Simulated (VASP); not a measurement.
# KI (P6_3mc) in VASP: further runs, part 2 of 2

VASP 6.6.1. The steps go on from the part before.

## Step 4: Relaxation of cell and atoms, PBE

INCAR

```
PREC = Accurate
ENCUT = 600
EDIFF = 1E-6
ISMEAR = 0
SIGMA = 0.1
LREAL = False
LASPH = True
NELM = 80
ALGO = Normal
ISIF = 3
LWAVE = False
LCHARG = False
GGA = PE
IBRION = 2
NSW = 90
EDIFFG = -0.04
```

KPOINTS

```
Automatic mesh
0
Gamma
  6 6 2
```

POSCAR

```
KI
1.0
    4.7117365700      0.0000000000      0.0000000000
   -2.3558682800      4.0804835600      0.0000000000
    0.0000000000      0.0000000000      7.7522852900
K I
2 2
Direct
    0.3333333300      0.6666666700      0.0000000000
    0.6666666700      0.3333333300      0.5000000000
    0.3333333300      0.6666666700      0.3731349300
    0.6666666700      0.3333333300      0.8731349300
```

Potentials or basis: VASP PAW PBE potentials, release 64 (K_sv, I).

Launch:

```
> cat potpaw_PBE.64/K_sv/POTCAR potpaw_PBE.64/I/POTCAR > POTCAR
> mpirun -np 1 vasp_std > vasp.out
```

OUTCAR:

```text
PREC = Accurate
   ENCUT = 600
   EDIFF = 1E-6
   ISMEAR = 0
   LREAL = False
   LASPH = True
   NELM = 80
   ISIF = 3
   GGA = PE
   IBRION = 2
   NSW = 90
   EDIFFG = -0.04

 ion  position               nearest neighbor table
   1  0.333  0.667  0.000-   4 2.89   4 2.89   3 2.89   4 2.89
   2  0.667  0.333  0.500-   3 2.89   3 2.89   4 2.89   3 2.89
   3  0.333  0.667  0.373-   2 2.89   2 2.89   1 2.89   2 2.89
   4  0.667  0.333  0.873-   1 2.89   1 2.89   2 2.89   1 2.89

  LATTYP: Found a hexagonal cell.
 ALAT       =     4.7117365700
 C/A-ratio  =     1.6453138190

  Lattice vectors:

 A1 = (   4.7117365700,   0.0000000000,   0.0000000000)
 A2 = (  -2.3558682800,   4.0804835600,   0.0000000000)
 A3 = (   0.0000000000,   0.0000000000,   7.7522852900)

Analysis of symmetry for initial positions (statically):
=====================================================================
 Subroutine PRICEL returns:
 Original cell was already a primitive cell.

 Routine SETGRP: Setting up the symmetry group for a
 hexagonal supercell.

 Subroutine GETGRP returns: Found 12 space group operations
 (whereof  6 operations were pure point group operations)
 out of a pool of 24 trial point group operations.

The static configuration has the point symmetry C_3v.
 The point group associated with its full space group is C_6v.

Analysis of symmetry for dynamics (positions and initial velocities):
=====================================================================
 Subroutine PRICEL returns:
 Original cell was already a primitive cell.

 Routine SETGRP: Setting up the symmetry group for a
 hexagonal supercell.

 Subroutine GETGRP returns: Found 12 space group operations
 (whereof  6 operations were pure point group operations)
 out of a pool of 24 trial point group operations.

The dynamic configuration has the point symmetry C_3v.
 The point group associated with its full space group is C_6v.

 Subroutine INISYM returns: Found 12 space group operations
 (whereof  6 operations are pure point group operations),
 and found     1 'primitive' translations

----------------------------------------------------------------------------------------

                                     Primitive cell

  volume of cell :     149.0467

  direct lattice vectors                    reciprocal lattice vectors
     4.711736570  0.000000000  0.000000000     0.212235974  0.122534497  0.000000000
    -2.355868280  4.080483560  0.000000000     0.000000000  0.245068994  0.000000000
     0.000000000  0.000000000  7.752285290     0.000000000  0.000000000  0.128994221

  length of vectors
     4.711736570  4.711736563  7.752285290     0.245068993  0.245068994  0.128994221

  position of ions in fractional coordinates (direct lattice)
     0.333333330  0.666666670  0.000000000
     0.666666670  0.333333330  0.500000000
     0.333333330  0.666666670  0.373134930
     0.666666670  0.333333330  0.873134930

  ion indices of the primitive-cell ions
   primitive index   ion index
                 1           1
                 2           2
                 3           3
                 4           4

----------------------------------------------------------------------------------------

 KPOINTS: Automatic mesh

Automatic generation of k-mesh.
 Grid dimensions read from file:
 generate k-points for:    6    6    2

 Generating k-lattice:

  Cartesian coordinates                     Fractional coordinates (reciprocal lattice)
     0.035372662  0.020422416  0.000000000     0.166666667  0.000000000  0.000000000
     0.000000000  0.040844832  0.000000000     0.000000000  0.166666667  0.000000000
     0.000000000  0.000000000  0.064497110     0.000000000  0.000000000  0.500000000

  Length of vectors
     0.040844832  0.040844832  0.064497110

  Shift w.r.t. Gamma in fractional coordinates (k-lattice)
     0.000000000  0.000000000  0.000000000

 Subroutine IBZKPT returns following result:
 ===========================================

 Found     14 irreducible k-points:

 Following reciprocal coordinates:
            Coordinates               Weight
  0.000000  0.000000  0.000000      1.000000
  0.166667  0.000000  0.000000      6.000000
  0.333333  0.000000  0.000000      6.000000
  0.500000  0.000000  0.000000      3.000000
  0.166667  0.166667  0.000000      6.000000
  0.333333  0.166667  0.000000     12.000000
  0.333333  0.333333  0.000000      2.000000
  0.000000  0.000000  0.500000      1.000000
  0.166667  0.000000  0.500000      6.000000
  0.333333  0.000000  0.500000      6.000000
  0.500000  0.000000  0.500000      3.000000
  0.166667  0.166667  0.500000      6.000000
  0.333333  0.166667  0.500000     12.000000
  0.333333  0.333333  0.500000      2.000000
   k-points           NKPTS =     14   k-points in BZ     NKDIM =     14   number of bands    NBANDS=     20
   number of dos      NEDOS =    301   number of ions     NIONS =      4
   total plane-waves  NPLWV = 102400
   dimension x,y,z NGX =    40 NGY =   40 NGZ =   64
   dimension x,y,z NGXF=    80 NGYF=   80 NGZF=  128
   ions per type =               2   2
   NGX,Y,Z   is equivalent  to a cutoff of  14.11, 14.11, 13.72 a.u.
   NGXF,Y,Z  is equivalent  to a cutoff of  28.23, 28.23, 27.45 a.u.
 SYSTEM =  unknown system
   PREC   = accura    normal or accurate (medium, high low for compatibility)
   ISTART =      0    job   : 0-new  1-cont  2-samecut
   ICHARG =      2    charge: 1-file 2-atom 10-const
   ISPIN  =      1    spin polarized calculation?
   LNONCOLLINEAR =      F non collinear calculations
   LSORBIT =      F    spin-orbit coupling
   LASPH  =      T    aspherical Exc in radial PAW
   ENCUT  =  600.0 eV  44.10 Ry    6.64 a.u.   9.41  9.41 15.48*2*pi/ulx,y,z
   NELM   =     80;   NELMIN=  2; NELMDL= -5     # of ELM steps
   EDIFF  = 0.1E-05   stopping-criterion for ELM
   LREAL  =      F    real-space projection
   EDIFFG = -.4E-01   stopping-criterion for IOM
   NSW    =     90    number of steps for IOM
   IBRION =      2    ionic relax: 0-MD 1-quasi-New 2-CG
   NFREE  =      1    steps in history (QN), initial steepest desc. (CG)
   ISIF   =      3    stress and relaxation
   ISYM   =      2    0-nonsym 1-usesym 2-fastsym
   POTIM  = 0.5000    time-step for ionic-motion
   TEBEG  =    0.0;   TEEND  =   0.0 temperature during run
   PSTRESS=    0.0 pullay stress
   NELECT =      32.0000    total number of electrons
   NUPDOWN=      -1.0000    fix difference up-down
   EMIN   =  10.00;   EMAX   =-10.00  energy-range for DOS
   EFERMI =   0.00;   METHOD = LEGACY
   ISMEAR =     0;   SIGMA  =   0.10  broadening in eV -4-tet -1-fermi 0-gaus
   EFERMI_NEDOS =   21; number of points for ismear=-14 and -15
   IALGO  =     38    algorithm
   IMIX   =      4    mixing-type and parameters
     AMIX     =   0.40;   BMIX     =  1.00
     AMIX_MAG =   1.60;   BMIX_MAG =  1.00
  volume/ion in A,a.u.               =      37.26       251.45
  Fermi-wavevector in a.u.,A,eV,Ry     =   0.980281  1.852463 13.074537  0.960951
  Thomas-Fermi vector in A             =   2.111199
   LORBIT       =      0    0 simple, 1 ext, 2 COOP (PROOUT), +10 PAW based schemes
   GGA     = PE    functional components
   LHFCALC =     F    Hartree Fock is set to
   AEXX    =    0.0000 exact exchange contribution
   IVDW    =     0    specifies the selected vdW correction
   LEPSILON=     F    determine dielectric tensor
   LRPA    =     F    only Hartree local field effects (RPA)
 conjugate gradient relaxation of ions
 non-spin polarized calculation
 Gauss-broadening in eV      SIGMA  =   0.10
  energy-cutoff  :      600.00
  volume of cell :      149.05
 maximum number of plane-waves:      4998
 NGX is ok and might be reduce to    40
   NGX = 19   NGY = 19   NGZ = 31

--------------------------------------- Ionic step        1  -------------------------------------------

 number of electron      32.0000002 magnetization

 Free energy of the ion-electron system (eV)
  ---------------------------------------------------
  ext. energy  EPLUGINS =         0.00000000
  ---------------------------------------------------
  free energy    TOTEN  =        -8.10502763 eV

  energy without entropy =       -8.10502763  energy(sigma->0) =       -8.10502763

 E-fermi :   0.6579     XC(G=0):  -7.6192

 val. band max:        0.2041803165   @ k =   0.3333   0.3333   0.5000
 cond. band min:       4.8819980211   @ k =   0.0000   0.0000   0.0000
 fundamental gap:      4.6778177046
 Fermi energy:         0.6578769261

 k-point     1 :       0.0000    0.0000    0.0000
  band No.  band energies     occupation
      1     -27.4833      2.00000
      2     -27.4724      2.00000
      3     -11.8378      2.00000
      4     -11.1399      2.00000
      5     -11.1399      2.00000
      6     -11.1096      2.00000
[... 12 lines left out ...]
     19       7.0624      0.00000
[... 485 lines left out ...]
  energy  without entropy=      -10.7873417896  energy(sigma->0) =      -10.78734179

--------------------------------------- Ionic step        6  -------------------------------------------

 number of electron      32.0000002 magnetization

 Free energy of the ion-electron system (eV)
  ---------------------------------------------------
  ext. energy  EPLUGINS =         0.00000000
  ---------------------------------------------------
  free energy    TOTEN  =       -10.78732433 eV

  energy without entropy =      -10.78732433  energy(sigma->0) =      -10.78732433

 E-fermi :  -1.6729     XC(G=0):  -5.6735

 val. band max:       -2.2369124383   @ k =   0.1667   0.0000   0.0000
 cond. band min:       1.6717337642   @ k =   0.0000   0.0000   0.0000
 fundamental gap:      3.9086462025
 Fermi energy:        -1.6729356554

 k-point     1 :       0.0000    0.0000    0.0000
  band No.  band energies     occupation
      1     -30.7426      2.00000
      2     -30.7422      2.00000
      3     -14.2833      2.00000
      4     -14.2374      2.00000
      5     -14.2374      2.00000
      6     -14.2347      2.00000
[... 12 lines left out ...]
     19       4.2899      0.00000
[... 329 lines left out ...]
  FREE ENERGIE OF THE ION-ELECTRON SYSTEM (eV)
  ---------------------------------------------------
  free  energy   TOTEN  =       -10.7873243308 eV

  energy  without entropy=      -10.7873243308  energy(sigma->0) =      -10.78732433

 reached required accuracy - stopping structural energy minimisation
```

Wall time 5.4 min (1 thread of Oxide Virtual Turin-like, shared host); peak memory 0.3 GiB.

Results:

```yaml
Free_energy: -10.7873 eV
Relaxed_volume: 63.54 Å³/atom
Relaxed_cell: a = 5.633 Å, b = 5.633 Å, c = 9.250 Å, α = 90.00°, β = 90.00°, γ = 120.00°
Space_group_after_relaxing_to_0.1_Å: P6_3mc (No. 186)
Energy_gained_by_relaxing: 670.6 meV/atom
Ionic_steps: 6
Pressure_after_relaxing: 0.0 GPa
Largest_force_after_relaxing: 0.020 eV/Å
Band_gap_on_the_k_mesh: 3.91 eV
```

Forces in eV/Å, atoms in the order of the input:
```
K    0.000  0.000 -0.020
K    0.000  0.000 -0.020
I    0.000  0.000  0.020
I    0.000  0.000  0.020
```

Stress tensor (GPa, compression positive):
```
 0.07  0.00  0.00
 0.00  0.07  0.00
 0.00  0.00 -0.03
```

Step by step:
```
step  energy change (eV)  largest force (eV/Å)  pressure (GPa)  volume (Å³)
   1              0.0000                0.0024           13.26       149.05
   2             -2.5866                0.0197            1.17       225.97
   3             -2.6582                0.0204            0.53       239.79
   4             -2.6676                0.0198           -0.33       269.12
   5             -2.6823                0.0200           -0.03       256.69
   6             -2.6823                0.0199            0.04       254.15
```

Final structure:
```
K I
1.0
     5.63270    0.00000    0.00000
    -2.81635    4.87807    0.00000
     0.00000    0.00000    9.24953
K I
2 2
Cartesian
  0.0000 3.2520 0.0002
  2.8164 1.6260 4.6249
  0.0000 3.2520 3.4511
  2.8164 1.6260 8.0759
```

Caveat: the volume moved by over 15 % at a fixed basis, so the end points are rough; spin-orbit coupling is left out, which moves the levels of the heavy elements. A k mesh can miss the band edges.

## Step 5: Summary

| task | cell | cutoff (eV) | gap on the mesh (eV) | pressure (GPa) |
| --- | --- | --- | --- | --- |
| single point | a = 4.712, b = 4.712, c = 7.752 Å, angles 90.0, 90.0, 120.0°, 4 atoms, atomic positions A | 520 | 4.68 | 13.3 |
| single point | a = 5.698, b = 5.698, c = 9.025 Å, angles 90.0, 90.0, 120.0°, 4 atoms, atomic positions B | 520 | 3.89 | 0.0 |
| relaxation of cell and atoms | relaxed from a = 4.712, b = 4.712, c = 7.752 Å, angles 90.0, 90.0, 120.0°, 4 atoms, atomic positions A | 600 | 3.91 | 0.0 |

Alike in all rows: level PBE; potentials or basis VASP PAW PBE potentials, release 64 (K_sv, I); no spin polarisation; k mesh 6 × 6 × 2; smearing gaussian 0.1 eV.

Caveats: spin-orbit coupling is left out, which moves the levels of the heavy elements; the cell stands under pressure (at least some runs); the volume moved by over 15 % at a fixed basis, so the end points are rough (at least some runs).

Absolute energies hang on the potentials; compare differences alone.
